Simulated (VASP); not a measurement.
# TaN (P6/mmm) in VASP: notebook, part 2 of 2

VASP 6.6.1.

### 4 Single point, PBEsol

The input, INCAR:

```
SYSTEM = TaN
PREC     = Accurate       ! precision mode
ENCUT    = 600            ! plane-wave cutoff, eV
EDIFF    = 1E-6           ! SCF threshold, eV
ISMEAR   = -1             ! smearing method
SIGMA    = 0.05           ! smearing width, eV
LREAL    = .False.        ! projectors in reciprocal space
LASPH    = .True.         ! aspherical terms in the spheres
NELM     = 120            ! most SCF steps
ALGO     = Normal         ! electronic algorithm
ISIF     = 2              ! what is computed and relaxed
LWAVE    = .False.        ! write WAVECAR
LCHARG   = .False.        ! write CHGCAR
GGA      = PS             ! functional
NBANDS   = 36             ! bands
GGA_COMPAT= .False.
```

The input, KPOINTS:

```
regular mesh
0
Gamma
  5 5 8
  0 0 0
```

The input, POSCAR:

```
TaN
1.0
    5.1998856405      0.0000000000      0.0000000000
   -2.5999428203      4.5032330615      0.0000000000
    0.0000000000      0.0000000000      2.9071987026
Ta N
3 3
Direct
    0.0000000000      0.0000000000      0.0000000000
    0.3333333333      0.6666666667      0.5000000000
    0.6666666667      0.3333333333      0.5000000000
    0.5000000000      0.0000000000      0.0000000000
    0.5000000000      0.5000000000      0.0000000000
    0.0000000000      0.5000000000      0.0000000000
```

Potentials or basis: VASP PAW PBE potentials, release 64 (Ta_sv_GW, N).

The run is started by

```sh
cat potpaw_PBE.64/Ta_sv_GW/POTCAR potpaw_PBE.64/N/POTCAR > POTCAR
mpirun -np 1 vasp_std > vasp.out
```

OUTCAR:

```text
SYSTEM = TaN
   PREC = Accurate
   ENCUT = 600
   EDIFF = 1E-6
   ISMEAR = -1
   LREAL = .False.
   LASPH = .True.
   NELM = 120
   ISIF = 2
   GGA = PS

 ion  position               nearest neighbor table
   1  0.000  0.000  0.000-
   2  0.333  0.667  0.500-   6 2.09   6 2.09   4 2.09   4 2.09   5 2.09   5 2.09   3 3.00   3 3.00
                             3 3.00
   3  0.667  0.333  0.500-   6 2.09   6 2.09   4 2.09   4 2.09   5 2.09   5 2.09   2 3.00   2 3.00
                             2 3.00
   4  0.500  0.000  0.000-   2 2.09   3 2.09   2 2.09   3 2.09
   5  0.500  0.500  0.000-   2 2.09   3 2.09   2 2.09   3 2.09
   6  0.000  0.500  0.000-   2 2.09   3 2.09   2 2.09   3 2.09

  LATTYP: Found a hexagonal cell.
 ALAT       =     5.1998856405
 C/A-ratio  =     0.5590889692

  Lattice vectors:

 A1 = (   5.1998856405,   0.0000000000,   0.0000000000)
 A2 = (  -2.5999428203,   4.5032330615,   0.0000000000)
 A3 = (   0.0000000000,   0.0000000000,   2.9071987026)

Analysis of symmetry for initial positions (statically):
=====================================================================
 Subroutine PRICEL returns:
 Original cell was already a primitive cell.

 Routine SETGRP: Setting up the symmetry group for a
 hexagonal supercell.

 Subroutine GETGRP returns: Found 24 space group operations
 (whereof 24 operations were pure point group operations)
 out of a pool of 24 trial point group operations.

The static configuration has the point symmetry D_6h.

Analysis of symmetry for dynamics (positions and initial velocities):
=====================================================================
 Subroutine PRICEL returns:
 Original cell was already a primitive cell.

 Routine SETGRP: Setting up the symmetry group for a
 hexagonal supercell.

[... 129 lines left out ...]
   IMIX   =      4    mixing-type and parameters
     AMIX     =   0.40;   BMIX     =  1.00
     AMIX_MAG =   1.60;   BMIX_MAG =  1.00
  volume/ion in A,a.u.               =      11.35        76.57
  Fermi-wavevector in a.u.,A,eV,Ry     =   1.515451  2.863786 31.247009  2.296590
  Thomas-Fermi vector in A             =   2.624973
   LORBIT       =      0    0 simple, 1 ext, 2 COOP (PROOUT), +10 PAW based schemes
   GGA     = PS    functional components
   LHFCALC =     F    Hartree Fock is set to
   AEXX    =    0.0000 exact exchange contribution
   IVDW    =     0    specifies the selected vdW correction
   LEPSILON=     F    determine dielectric tensor
   LRPA    =     F    only Hartree local field effects (RPA)
 non-spin polarized calculation
  energy-cutoff  :      600.00
  volume of cell :       68.08
 maximum number of plane-waves:      2304
 NGX is ok and might be reduce to    42
   NGX = 21   NGY = 21   NGZ = 11

 number of electron      53.9999995 magnetization

 Free energy of the ion-electron system (eV)
  ---------------------------------------------------
  ext. energy  EPLUGINS =         0.00000000
  ---------------------------------------------------
  free energy    TOTEN  =       -76.35818513 eV

  energy without entropy =      -76.34978461  energy(sigma->0) =      -76.35398487

 E-fermi :  12.0097     XC(G=0): -13.5216

 val. band max:       11.9882306814   @ k =   0.0000   0.0000   0.3750
 cond. band min:      12.0455240776   @ k =   0.2000   0.0000   0.2500
 fundamental gap:      0.0572933961
 Fermi energy:        12.0096762228

 k-point     1 :       0.0000    0.0000    0.0000
  band No.  band energies     occupation
      1     -57.2701      2.00000
      2     -57.2232      2.00000
      3     -56.9355      2.00000
      4     -24.1201      2.00000
      5     -24.1201      2.00000
      6     -23.7352      2.00000
[... 925 lines left out ...]
     35      15.9380      0.00000
     36      17.3164      0.00000

 [... further k-points ...]

------------------------ aborting loop because EDIFF is reached ----------------------------------------

  FORCE on cell =-STRESS in cart. coord.  units (eV):
  Direction    XX          YY          ZZ          XY          YZ          ZX
  --------------------------------------------------------------------------------------
  -------------------------------------------------------------------------------------
  Total        0.0307097      0.0307097      0.1267359     -0.0000000     -0.0000000      0.0000000
  in kB        0.7227580      0.7227580      2.9827534     -0.0000000     -0.0000000      0.0000000
  external PRESSURE =       1.4760898 kB  Pullay stress =       0.0000000 kB

 VOLUME and BASIS-vectors are now :
 -----------------------------------------------------------------------------
  energy-cutoff  :      600.00
  volume of cell :       68.08
      direct lattice vectors                 reciprocal lattice vectors
     5.199885640  0.000000000  0.000000000     0.192311922  0.111031340  0.000000000
    -2.599942820  4.503233061  0.000000000     0.000000000  0.222062679  0.000000000
     0.000000000  0.000000000  2.907198703     0.000000000  0.000000000  0.343973736

 POSITION                                       TOTAL-FORCE (eV/Angst)
 -----------------------------------------------------------------------------------
      0.00000      0.00000      0.00000         0.000000      0.000000      0.000000
     -0.00000      3.00216      1.45360         0.000000     -0.000000      0.000000
      2.59994      1.50108      1.45360        -0.000000      0.000000      0.000000
      2.59994      0.00000      0.00000         0.000000      0.000000      0.000000
      1.29997      2.25162      0.00000         0.000000      0.000000      0.000000
     -1.29997      2.25162      0.00000         0.000000      0.000000      0.000000
 -----------------------------------------------------------------------------------
    total drift:                                0.000000      0.000000     -0.000000

  FREE ENERGIE OF THE ION-ELECTRON SYSTEM (eV)
  ---------------------------------------------------
  free  energy   TOTEN  =       -76.3581851284 eV

  energy  without entropy=      -76.3497846116  energy(sigma->0) =      -76.35398487
```

It used 240 s of CPU time on 1 thread of AMD EPYC 7R13 Processor (Zen 3), on a shared host.

What came out:

```
Free energy            : -76.3582 eV
Pressure               : 0.1 GPa
Band gap on the k mesh : zero (band 27 reaches 12.86 eV, above the bottom of band 28 at 10.72 eV)
```

Levels at points of the mesh, in eV from the Fermi level:
```
           k point  band 24  band 25  band 26  band 27  band 28  band 29  band 30  band 31
(0.00, 0.00, 0.00)    -3.03    -2.52    -2.11    -1.28    -1.28     0.80     0.80     1.15
(0.00, 0.00, 0.50)    -3.13    -3.13    -1.94     0.85     0.85     1.48     1.70     2.50
```

Caveat: the PAW data sets were made with another functional, which shifts forces and pressure a little; spin-orbit coupling is left out, which moves the levels of the heavy elements.

### 5 Summary

```csv
task,potentials or basis,cell,cutoff (eV),second run,gap on the mesh (eV),pressure (GPa)
single point,"VASP PAW PBE potentials, release 64 (Ta_pv, N)","a = 5.200, b = 5.200, c = 2.907 Å, angles 90.0, 90.0, 120.0°, 6 atoms",520,-,none,0.9
relaxation of cell and atoms,"VASP PAW PBE potentials, release 64 (Ta_pv, N)","relaxed from a = 5.191, b = 5.191, c = 2.908 Å, angles 90.0, 90.0, 120.0°, 6 atoms",600,-,none,0.0
single point,"VASP PAW PBE potentials, release 64 (Ta_sv_GW, N)","a = 5.200, b = 5.200, c = 2.907 Å, angles 90.0, 90.0, 120.0°, 6 atoms",600,valence_matched,none,0.1
```

Alike in all rows: level PBEsol; no spin polarisation; k mesh 5 × 5 × 8; smearing fermi-dirac 0.05 eV.

Caveats: the PAW data sets were made with another functional, which shifts forces and pressure a little; spin-orbit coupling is left out, which moves the levels of the heavy elements.

Absolute energies hang on the potentials; compare differences alone.
